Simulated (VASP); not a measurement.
# BAs (rocksalt type) (Fm-3m) in VASP: a series of runs

Runs on BAs (rocksalt type). Level: PBE. Tasks: single point.

Program: VASP 6.6.1. These are calculated values, not measurements. Logs are shortened: lines on timing, memory, paths and dates and some standing lists are left out, and cuts for length are marked.

**1. The cell of the first run**

The structure is cubic, space group Fm-3m (No. 225). Conventional cell: a = 4.614 Å, b = 4.614 Å, c = 4.614 Å, α = 90.00°, β = 90.00°, γ = 90.00°. B (site symmetry m-3m) has 6 As at 2.31 Å within 3.0 Å. Within 3.0 Å of As (site symmetry m-3m) lie 6 B at 2.31 Å.

**2. Single point, PBE**

Input file INCAR:

```
PREC     = Accurate       # precision mode
ENCUT    = 520            # plane-wave cutoff, eV
EDIFF    = 1E-7           # SCF threshold, eV
ISMEAR   = -1             # smearing method
SIGMA    = 0.05           # smearing width, eV
LREAL    = F              # projectors in reciprocal space
LASPH    = T              # aspherical terms in the spheres
NELM     = 80             # most SCF steps
ALGO     = Normal         # electronic algorithm
ISIF     = 2              # what is computed and relaxed
LWAVE    = F              # write WAVECAR
LCHARG   = F              # write CHGCAR
GGA      = PE             # functional
NBANDS   = 11             # bands
```

Input file KPOINTS:

```
regular mesh
0
Gamma
  14 14 14
```

Input file POSCAR:

```
BAs
1.0
    0.0000000000      2.3068473379      2.3068473379
    2.3068473379      0.0000000000      2.3068473379
    2.3068473379      2.3068473379      0.0000000000
B As
1 1
Direct
    0.0000000000      0.0000000000      0.0000000000
    0.5000000000      0.5000000000      0.5000000000
```

Potentials or basis: VASP PAW PBE potentials, release 64 (B, As).

Command:

```
$ cat potpaw_PBE.64/B/POTCAR potpaw_PBE.64/As/POTCAR > POTCAR
$ mpirun -np 1 vasp_std > vasp.out
```

OUTCAR:

```text
PREC = Accurate
   ENCUT = 520
   EDIFF = 1E-7
   ISMEAR = -1
   LREAL = F
   LASPH = T
   NELM = 80
   ISIF = 2
   GGA = PE

 ion  position               nearest neighbor table
   1  0.000  0.000  0.000-   2 2.31   2 2.31   2 2.31   2 2.31   2 2.31   2 2.31
   2  0.500  0.500  0.500-   1 2.31   1 2.31   1 2.31   1 2.31   1 2.31   1 2.31

  LATTYP: Found a face centered cubic cell.
 ALAT       =     4.6136946758

  Lattice vectors:

 A1 = (   0.0000000000,   2.3068473379,   2.3068473379)
 A2 = (   2.3068473379,   0.0000000000,   2.3068473379)
 A3 = (   2.3068473379,   2.3068473379,   0.0000000000)

Analysis of symmetry for initial positions (statically):
=====================================================================
 Subroutine PRICEL returns:
 Original cell was already a primitive cell.

 Routine SETGRP: Setting up the symmetry group for a
 face centered cubic supercell.

 Subroutine GETGRP returns: Found 48 space group operations
[... 9 lines left out ...]

 Routine SETGRP: Setting up the symmetry group for a
 face centered cubic supercell.

 Subroutine GETGRP returns: Found 48 space group operations
[... 11 lines left out ...]
                                     Primitive cell

  volume of cell :      24.5520

  direct lattice vectors                    reciprocal lattice vectors
     0.000000000  2.306847338  2.306847338    -0.216746029  0.216746029  0.216746029
     2.306847338  0.000000000  2.306847338     0.216746029 -0.216746029  0.216746029
     2.306847338  2.306847338  0.000000000     0.216746029  0.216746029 -0.216746029

  length of vectors
     3.262374792  3.262374792  3.262374792     0.375415135  0.375415135  0.375415135

  position of ions in fractional coordinates (direct lattice)
     0.000000000  0.000000000  0.000000000
     0.500000000  0.500000000  0.500000000

  ion indices of the primitive-cell ions
   primitive index   ion index
                 1           1
                 2           2

----------------------------------------------------------------------------------------

 KPOINTS: regular mesh

Automatic generation of k-mesh.
 Grid dimensions read from file:
 generate k-points for:   14   14   14

 Generating k-lattice:

  Cartesian coordinates                     Fractional coordinates (reciprocal lattice)
    -0.015481859  0.015481859  0.015481859     0.071428571  0.000000000  0.000000000
     0.015481859 -0.015481859  0.015481859     0.000000000  0.071428571  0.000000000
     0.015481859  0.015481859 -0.015481859     0.000000000  0.000000000  0.071428571

  Length of vectors
     0.026815367  0.026815367  0.026815367

  Shift w.r.t. Gamma in fractional coordinates (k-lattice)
     0.000000000  0.000000000  0.000000000

 Subroutine IBZKPT returns following result:
 ===========================================

 Found    104 irreducible k-points:

 Following reciprocal coordinates:
            Coordinates               Weight
  0.000000  0.000000  0.000000      1.000000
  0.071429  0.000000  0.000000      8.000000
  0.142857  0.000000  0.000000      8.000000
  0.214286  0.000000  0.000000      8.000000
  0.285714  0.000000  0.000000      8.000000
  0.357143  0.000000  0.000000      8.000000
[... 16 lines left out ...]
  0.214286  0.142857  0.000000     24.000000
  0.285714  0.142857  0.000000     24.000000
 [... further k-points ...]
   k-points           NKPTS =    104   k-points in BZ     NKDIM =    104   number of bands    NBANDS=     11
   number of dos      NEDOS =    301   number of ions     NIONS =      2
   total plane-waves  NPLWV =  13824
   dimension x,y,z NGX =    24 NGY =   24 NGZ =   24
   dimension x,y,z NGXF=    48 NGYF=   48 NGZF=   48
   ions per type =               1   1
   NGX,Y,Z   is equivalent  to a cutoff of  12.23, 12.23, 12.23 a.u.
   NGXF,Y,Z  is equivalent  to a cutoff of  24.46, 24.46, 24.46 a.u.
 SYSTEM =  unknown system
   PREC   = accura    normal or accurate (medium, high low for compatibility)
   ISTART =      0    job   : 0-new  1-cont  2-samecut
   ICHARG =      2    charge: 1-file 2-atom 10-const
   ISPIN  =      1    spin polarized calculation?
   LNONCOLLINEAR =      F non collinear calculations
   LSORBIT =      F    spin-orbit coupling
   LASPH  =      T    aspherical Exc in radial PAW
   ENCUT  =  520.0 eV  38.22 Ry    6.18 a.u.   6.07  6.07  6.07*2*pi/ulx,y,z
   NELM   =     80;   NELMIN=  2; NELMDL= -5     # of ELM steps
   EDIFF  = 0.1E-06   stopping-criterion for ELM
   LREAL  =      F    real-space projection
   EDIFFG = 0.1E-05   stopping-criterion for IOM
   NSW    =      0    number of steps for IOM
   IBRION =     -1    ionic relax: 0-MD 1-quasi-New 2-CG
   NFREE  =      0    steps in history (QN), initial steepest desc. (CG)
   ISIF   =      2    stress and relaxation
   ISYM   =      2    0-nonsym 1-usesym 2-fastsym
   POTIM  = 0.5000    time-step for ionic-motion
   TEBEG  =    0.0;   TEEND  =   0.0 temperature during run
   PSTRESS=    0.0 pullay stress
   NELECT =       8.0000    total number of electrons
   NUPDOWN=      -1.0000    fix difference up-down
   EMIN   =  10.00;   EMAX   =-10.00  energy-range for DOS
   EFERMI =   0.00;   METHOD = LEGACY
   ISMEAR =    -1;   SIGMA  =   0.05  broadening in eV -4-tet -1-fermi 0-gaus
   EFERMI_NEDOS =   21; number of points for ismear=-14 and -15
   IALGO  =     38    algorithm
   IMIX   =      4    mixing-type and parameters
     AMIX     =   0.40;   BMIX     =  1.00
     AMIX_MAG =   1.60;   BMIX_MAG =  1.00
  volume/ion in A,a.u.               =      12.28        82.84
  Fermi-wavevector in a.u.,A,eV,Ry     =   1.126530  2.128832 17.266734  1.269069
  Thomas-Fermi vector in A             =   2.263212
   LORBIT       =      0    0 simple, 1 ext, 2 COOP (PROOUT), +10 PAW based schemes
   GGA     = PE    functional components
[... 5 lines left out ...]
 non-spin polarized calculation
  energy-cutoff  :      520.00
  volume of cell :       24.55
 maximum number of plane-waves:       674
   NGX = 13   NGY = 13   NGZ = 13

 number of electron       7.9999999 magnetization

 Free energy of the ion-electron system (eV)
  ---------------------------------------------------
  ext. energy  EPLUGINS =         0.00000000
  ---------------------------------------------------
  free energy    TOTEN  =        -9.63358968 eV

  energy without entropy =       -9.62678935  energy(sigma->0) =       -9.63018951

 E-fermi :   7.2745     XC(G=0): -11.4216

 val. band max:        7.2661329604   @ k =  -0.4286   0.3571   0.0714
 cond. band min:       7.3267883400   @ k =  -0.3571   0.1429   0.0000
 fundamental gap:      0.0606553796
 Fermi energy:         7.2745422203

 k-point     1 :       0.0000    0.0000    0.0000
  band No.  band energies     occupation
      1      -8.6257      2.00000
      2       7.2548      1.19519
      3       7.2548      1.19519
      4       7.2548      1.19519
      5      10.7220      0.00000
      6      14.9412      0.00000
      7      14.9412      0.00000
      8      14.9412      0.00000
      9      16.1406      0.00000
     10      16.1406      0.00000
     11      16.1406      0.00000

 k-point     2 :       0.0714    0.0000    0.0000
  band No.  band energies     occupation
      1      -8.5284      2.00000
      2       6.5005      2.00000
      3       7.2465      1.27364
      4       7.2465      1.27364
      5      11.1161      0.00000
      6      14.4285      0.00000
      7      14.4285      0.00000
      8      14.7760      0.00000
      9      16.0517      0.00000
     10      16.3608      0.00000
     11      16.3608      0.00000

 k-point     3 :       0.1429    0.0000    0.0000
  band No.  band energies     occupation
      1      -8.2376      2.00000
      2       4.9237      2.00000
      3       7.2372      1.35710
      4       7.2372      1.35710
      5      11.6083      0.00000
      6      13.3367      0.00000
      7      13.3367      0.00000
      8      14.3690      0.00000
      9      16.2215      0.00000
     10      16.9863      0.00000
     11      16.9863      0.00000

 k-point     4 :       0.2143    0.0000    0.0000
  band No.  band energies     occupation
      1      -7.7570      2.00000
      2       3.1319      2.00000
      3       7.2644      1.10133
      4       7.2644      1.10132
      5      11.7376      0.00000
      6      12.1370      0.00000
      7      12.1370      0.00000
      8      13.8900      0.00000
      9      16.9311      0.00000
     10      17.9745      0.00000
     11      17.9745      0.00000

 k-point     5 :       0.2857    0.0000    0.0000
  band No.  band energies     occupation
      1      -7.0957      2.00000
      2       1.3470      2.00000
      3       7.3701      0.25792
      4       7.3701      0.25792
      5      11.0063      0.00000
      6      11.0063      0.00000
      7      11.6455      0.00000
      8      13.4312      0.00000
      9      18.0243      0.00000
     10      19.2785      0.00000
     11      19.2785      0.00000
[... 211 lines left out ...]
 k-point    21 :      -0.0714    0.0714    0.0000
  band No.  band energies     occupation
      1      -8.3666      2.00000
      2       5.7962      2.00000
      3       6.6330      1.99999
      4       7.5409      0.00967
      5      11.5426      0.00000
      6      13.2371      0.00000
      7      13.9699      0.00000
      8      15.0064      0.00000
      9      15.8327      0.00000
     10      16.4096      0.00000
     11      17.3268      0.00000

 k-point    22 :       0.1429    0.1429    0.0000
  band No.  band energies     occupation
      1      -8.1075      2.00000
      2       5.9153      2.00000
      3       6.2258      2.00000
      4       6.2258      2.00000
      5      10.5280      0.00000
      6      13.0373      0.00000
      7      14.2159      0.00000
      8      15.2931      0.00000
      9      15.2931      0.00000
     10      18.2911      0.00000
     11      18.2911      0.00000

 k-point    23 :       0.2143    0.1429    0.0000
  band No.  band energies     occupation
      1      -7.7536      2.00000
      2       4.4813      2.00000
      3       5.8780      2.00000
      4       6.5766      2.00000
      5       9.2593      0.00000
      6      13.6211      0.00000
      7      13.9531      0.00000
      8      15.0142      0.00000
      9      15.3398      0.00000
     10      19.2473      0.00000
     11      19.3392      0.00000

 k-point    24 :       0.2857    0.1429    0.0000
  band No.  band energies     occupation
      1      -7.2130      2.00000
      2       2.7580      2.00000
      3       5.6764      2.00000
      4       6.9461      1.99720
      5       8.0963      0.00000
      6      13.7806      0.00000
      7      14.1708      0.00000
      8      14.3889      0.00000
      9      15.2557      0.00000
     10      20.2790      0.00000
     11      20.6153      0.00000

 [... further k-points ...]

------------------------ aborting loop because EDIFF is reached ----------------------------------------

  FORCE on cell =-STRESS in cart. coord.  units (eV):
  Direction    XX          YY          ZZ          XY          YZ          ZX
  --------------------------------------------------------------------------------------
  -------------------------------------------------------------------------------------
  Total        0.0523131      0.0523131      0.0523131      0.0000000     -0.0000000      0.0000000
  in kB        3.4137717      3.4137717      3.4137717      0.0000000     -0.0000000      0.0000000
  external PRESSURE =       3.4137717 kB  Pullay stress =       0.0000000 kB

 VOLUME and BASIS-vectors are now :
 -----------------------------------------------------------------------------
  energy-cutoff  :      520.00
  volume of cell :       24.55
      direct lattice vectors                 reciprocal lattice vectors
     0.000000000  2.306847338  2.306847338    -0.216746029  0.216746029  0.216746029
     2.306847338  0.000000000  2.306847338     0.216746029 -0.216746029  0.216746029
     2.306847338  2.306847338  0.000000000     0.216746029  0.216746029 -0.216746029

 POSITION                                       TOTAL-FORCE (eV/Angst)
 -----------------------------------------------------------------------------------
      0.00000      0.00000      0.00000         0.000000     -0.000000     -0.000000
      2.30685      2.30685      2.30685        -0.000000      0.000000      0.000000
 -----------------------------------------------------------------------------------
    total drift:                                0.000000     -0.000000     -0.000000

  FREE ENERGIE OF THE ION-ELECTRON SYSTEM (eV)
  ---------------------------------------------------
  free  energy   TOTEN  =        -9.6335896763 eV

  energy  without entropy=       -9.6267893494  energy(sigma->0) =       -9.63018951
```

Run time: 16 s. Hardware: 1 thread of Intel Xeon Platinum 8259CL at 2.50GHz (Skylake/Cascade Lake), shared host; peak memory 0.16 GiB.

Results:

```yaml
Free_energy: -9.6336 eV
Pressure: 0.3 GPa
Band_gap_on_the_k_mesh: zero (band 4 reaches 8.85 eV, above the bottom of band 5 at 3.88 eV)
```

Levels at points of the mesh, in eV from the Fermi level:
```
           k point  band 1  band 2  band 3  band 4  band 5  band 6  band 7  band 8  band 9
(0.00, 0.00, 0.00)  -15.90   -0.02   -0.02   -0.02    3.45    7.67    7.67    7.67    8.87
(0.50, 0.00, 0.00)  -12.15   -9.69    1.06    1.06    1.34    1.34    4.13    5.44   13.74
(0.50, 0.50, 0.00)  -10.72   -7.87   -3.72   -3.72   -3.39    3.70   10.56   10.56   12.60
```

**3. Single point, PBE (volume scaled by 1.02)**

Input file INCAR:

```
SYSTEM = BAs
PREC = Accurate
ENCUT = 520
EDIFF = 1E-7
ISMEAR = -1
SIGMA = 0.05
LREAL = .False.
LASPH = .True.
NELM = 80
ALGO = Normal
ISIF = 2
LWAVE = .False.
LCHARG = .True.
GGA = PE
LELF = .True.
LVHAR = .True.
NBANDS = 11
```

Input file KPOINTS:

```
regular mesh
0
Gamma
  14 14 14
  0 0 0
```

Input file POSCAR:

```
BAs
1.0
    0.0000000000      2.3221249178      2.3221249178
    2.3221249178      0.0000000000      2.3221249178
    2.3221249178      2.3221249178      0.0000000000
B As
1 1
Direct
    0.0000000000      0.0000000000      0.0000000000
    0.5000000000      0.5000000000      0.5000000000
```

Potentials or basis: VASP PAW PBE potentials, release 64 (B, As).

Command:

```
$ cat potpaw_PBE.64/B/POTCAR potpaw_PBE.64/As/POTCAR > POTCAR
$ mpirun -np 1 vasp_std > vasp.out
```

It took 18 s on 1 thread of Intel Xeon Platinum 8259CL at 2.50GHz (Skylake/Cascade Lake), shared host; peak memory 0.16 GiB.

It converged, with:

```
Free energy            : -9.6308 eV
Pressure               : -2.2 GPa
Band gap on the k mesh : zero (band 4 reaches 8.62 eV, above the bottom of band 5 at 3.60 eV)
```

Levels at points of the mesh, in eV from the Fermi level:
```
           k point  band 2  band 3  band 4  band 5  band 6  band 7
(0.00, 0.00, 0.00)   -0.02   -0.02   -0.02    3.18    7.53    7.53
(0.50, 0.00, 0.00)   -9.54    1.09    1.09    1.31    1.31    4.01
(0.50, 0.50, 0.00)   -7.71   -3.64   -3.64   -3.44    3.77   10.36
```
